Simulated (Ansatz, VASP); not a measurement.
**ZnS: VASP beside Ansatz**

```
Zn S
1.0
     3.80874    0.00000    0.00000
    -1.90437    3.29846    0.00000
     0.00000    0.00000   12.09247
Zn S
4 4
Direct
  0.00000 0.00000 0.00011
  0.00000 0.00000 0.50011
  0.33333 0.66667 0.25007
  0.66667 0.33333 0.75007
  0.00000 0.00000 0.18724
  0.00000 0.00000 0.68724
  0.33333 0.66667 0.43758
  0.66667 0.33333 0.93758
```

Change from the starting cell: strain +0.000 along x and y, -0.030 along z, atoms carried along.

Alike in both runs: task single point; functional r2SCAN; k mesh 6 × 6 × 2; occupations gaussian, width 0.05 eV; no spin polarisation.

|  | VASP | Ansatz |
| --- | --- | --- |
| version | VASP 6.6.1 | Ansatz 0.2.0 |
| potentials or method | VASP PAW PBE potentials, release 64 (Zn, S), cutoff 520 eV | scalar-relativistic, plane waves, PAW |
| valence electrons in the cell | 72 | 72 |

```csv
,VASP,Ansatz,Ansatz less VASP
gap on the k mesh at the Fermi level (eV),2.88,2.86,-0.011
least direct gap on the mesh (eV),2.88,2.86,-0.011
pressure (GPa),2.7,2.7,-0.03
"traceless stress, the component that is largest in VASP (GPa)",3.52,3.50,-0.023
rms of the force components (eV/Å),0.150,0.154,+0.0040
```

VASP's potentials were made for PBE, not for r2SCAN. Atom by atom the forces differ by 0.005 eV/Å (rms over components). With one functional, cell and mesh, what is left measures potentials, basis and numerics.
